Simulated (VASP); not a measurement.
A run of VASP 6.6.1 is set up as follows.

The input INCAR:

```
PREC = Accurate
ENCUT = 500
EDIFF = 1E-6
ISMEAR = 0
SIGMA = 0.1
LREAL = False
LASPH = True
NELM = 120
ALGO = Normal
ISIF = 2
LWAVE = False
LCHARG = True
GGA = PE
LELF = True
LVHAR = True
NBANDS = 36
GGA_COMPAT = False
```

The input KPOINTS:

```
Automatic mesh
0
Gamma
  6 6 6
```

POSCAR

```
B
1.0
    2.9039734872      1.6766098745      4.0054177486
   -2.9039734872      1.6766098745      4.0054177486
    0.0000000000     -3.3532197491      4.0054177486
B
15
Direct
    0.5000000000      0.5000000000      0.5000000000
    0.8069080149      0.3010468310      0.8069080149
    0.8069080149      0.8069080149      0.3010468310
    0.3010468310      0.8069080149      0.8069080149
    0.1930919851      0.6989531690      0.1930919851
    0.6989531690      0.1930919851      0.1930919851
    0.1930919851      0.1930919851      0.6989531690
    0.0058558675      0.3306363989      0.0058558675
    0.0058558675      0.0058558675      0.3306363989
    0.3306363989      0.0058558675      0.0058558675
    0.9941441325      0.6693636011      0.9941441325
    0.6693636011      0.9941441325      0.9941441325
    0.9941441325      0.9941441325      0.6693636011
    0.6344869443      0.6344869443      0.6344869443
    0.3655130557      0.3655130557      0.3655130557
```

Potentials or basis: VASP PAW PBE potentials, release 64 (B).

The run is started by

```sh
$ cat potpaw_PBE.64/B/POTCAR > POTCAR
$ mpirun -np 1 vasp_std > vasp.out
```

(1) Estimate the largest force.

(2) What does it give for the pressure?

(3) Estimate the band gap on the k mesh.

## Answers

(1) 0.013 eV/Å.

(2) 0.0 GPa.

(3) zero (an odd number of electrons rules out a gap without spin polarisation).

Caveat: an odd number of electrons without spin polarisation forces a metal; a magnetic or distorted state may lie lower.
